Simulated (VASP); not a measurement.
# CdTe (F-43m) in VASP: a series of runs, part 2 of 2

VASP 6.6.1. Earlier steps stand in the parts before.

### Step 3. Single point, PBE

Contents of INCAR:

```
SYSTEM = CdTe
PREC     = Accurate       ! precision mode
ENCUT    = 520            ! plane-wave cutoff, eV
EDIFF    = 1E-6           ! SCF threshold, eV
ISMEAR   = 0              ! smearing method
SIGMA    = 0.01           ! smearing width, eV
LREAL    = .False.        ! projectors in reciprocal space
LASPH    = .True.         ! aspherical terms in the spheres
NELM     = 60             ! most SCF steps
ALGO     = Normal         ! electronic algorithm
ISIF     = 2              ! what is computed and relaxed
LWAVE    = .False.        ! write WAVECAR
LCHARG   = .True.         ! write CHGCAR
GGA      = PE             ! functional
LELF     = .True.         ! ELF
LVHAR    = .True.       
NBANDS   = 16             ! bands
```

Contents of KPOINTS:

```
regular mesh
0
Gamma
  6 6 6
  0 0 0
```

Contents of POSCAR:

```
CdTe
1.0
    0.0000000000      3.2799551162      3.2799551162
    3.2799551162      0.0000000000      3.2799551162
    3.2799551162      3.2799551162      0.0000000000
Cd Te
1 1
Direct
    0.0000000000      0.0000000000      0.0000000000
    0.2500000000      0.2500000000      0.2500000000
```

Potentials or basis: VASP PAW PBE potentials, release 64 (Cd, Te).

Started as:

```console
$ cat potpaw_PBE.64/Cd/POTCAR potpaw_PBE.64/Te/POTCAR > POTCAR
$ mpirun -np 1 vasp_std > vasp.out
```

OUTCAR:

```text
SYSTEM = CdTe
   PREC = Accurate
   ENCUT = 520
   EDIFF = 1E-6
   ISMEAR = 0
   LREAL = .False.
   LASPH = .True.
   NELM = 60
   ISIF = 2
   GGA = PE

 ion  position               nearest neighbor table
   1  0.000  0.000  0.000-   2 2.84   2 2.84   2 2.84   2 2.84
   2  0.250  0.250  0.250-   1 2.84   1 2.84   1 2.84   1 2.84

  LATTYP: Found a face centered cubic cell.
 ALAT       =     6.5599102324

  Lattice vectors:

 A1 = (   0.0000000000,   3.2799551162,   3.2799551162)
 A2 = (   3.2799551162,   0.0000000000,   3.2799551162)
 A3 = (   3.2799551162,   3.2799551162,   0.0000000000)

Analysis of symmetry for initial positions (statically):
=====================================================================
 Subroutine PRICEL returns:
 Original cell was already a primitive cell.

 Routine SETGRP: Setting up the symmetry group for a
 face centered cubic supercell.

 Subroutine GETGRP returns: Found 24 space group operations
 (whereof 24 operations were pure point group operations)
 out of a pool of 48 trial point group operations.

The static configuration has the point symmetry T_d .

[... 149 lines left out ...]

  energy without entropy =       -4.79981618  energy(sigma->0) =       -4.79981618

 E-fermi :   2.1014     XC(G=0):  -8.4232

 val. band max:        2.0266474991   @ k =   0.0000   0.0000   0.0000
 cond. band min:       2.6866561290   @ k =   0.0000   0.0000   0.0000
 fundamental gap:      0.6600086299
 Fermi energy:         2.1014433707

 k-point     1 :       0.0000    0.0000    0.0000
  band No.  band energies     occupation
      1      -8.9448      2.00000
      2      -6.1445      2.00000
      3      -6.1445      2.00000
      4      -6.1445      2.00000
      5      -5.9102      2.00000
      6      -5.9102      2.00000
[... 281 lines left out ...]
      3      -6.0249      2.00000
      4      -5.9521      2.00000
      5      -5.8982      2.00000
      6      -5.4048      2.00000
[... 8 lines left out ...]
     15      12.9443      0.00000
     16      13.2704      0.00000

------------------------ aborting loop because EDIFF is reached ----------------------------------------

  FORCE on cell =-STRESS in cart. coord.  units (eV):
  Direction    XX          YY          ZZ          XY          YZ          ZX
  --------------------------------------------------------------------------------------
  -------------------------------------------------------------------------------------
  Total        0.4992600      0.4992600      0.4992600     -0.0000000      0.0000000     -0.0000000
  in kB       11.3345340     11.3345340     11.3345340     -0.0000000      0.0000000     -0.0000000
  external PRESSURE =      11.3345340 kB  Pullay stress =       0.0000000 kB

 VOLUME and BASIS-vectors are now :
 -----------------------------------------------------------------------------
  energy-cutoff  :      520.00
  volume of cell :       70.57
      direct lattice vectors                 reciprocal lattice vectors
     0.000000000  3.279955116  3.279955116    -0.152441110  0.152441110  0.152441110
     3.279955116  0.000000000  3.279955116     0.152441110 -0.152441110  0.152441110
     3.279955116  3.279955116  0.000000000     0.152441110  0.152441110 -0.152441110

 POSITION                                       TOTAL-FORCE (eV/Angst)
 -----------------------------------------------------------------------------------
      0.00000      0.00000      0.00000         0.000000      0.000000      0.000000
      1.63998      1.63998      1.63998        -0.000000     -0.000000     -0.000000
 -----------------------------------------------------------------------------------
    total drift:                               -0.000000     -0.000000     -0.000000

  FREE ENERGIE OF THE ION-ELECTRON SYSTEM (eV)
  ---------------------------------------------------
  free  energy   TOTEN  =        -4.7998161837 eV

  energy  without entropy=       -4.7998161837  energy(sigma->0) =       -4.79981618
```

stdout:

```text
POSCAR found type information on POSCAR CdTe
 POSCAR found :  2 types and       2 ions
 scaLAPACK will be used
 LDA part: xc-table for (Slater+PW92), standard interpolation
 POSCAR, INCAR and KPOINTS ok, starting setup
 FFT: planning ... GRIDC
 FFT: planning ... GRID_SOFT
 FFT: planning ... GRID
 WAVECAR not read
 entering main loop
```

Wall time 7.8 s (1 thread of Intel Xeon 6975P-C (Granite Rapids), shared host); peak memory 0.2 GiB.

What came out:

| Property | Result |
| --- | --- |
| Free energy | -4.7998 eV |
| Pressure | 1.1 GPa |
| Band gap on the k mesh | 0.66 eV, direct |

Caveat: spin-orbit coupling is left out, which moves the levels of the heavy elements.
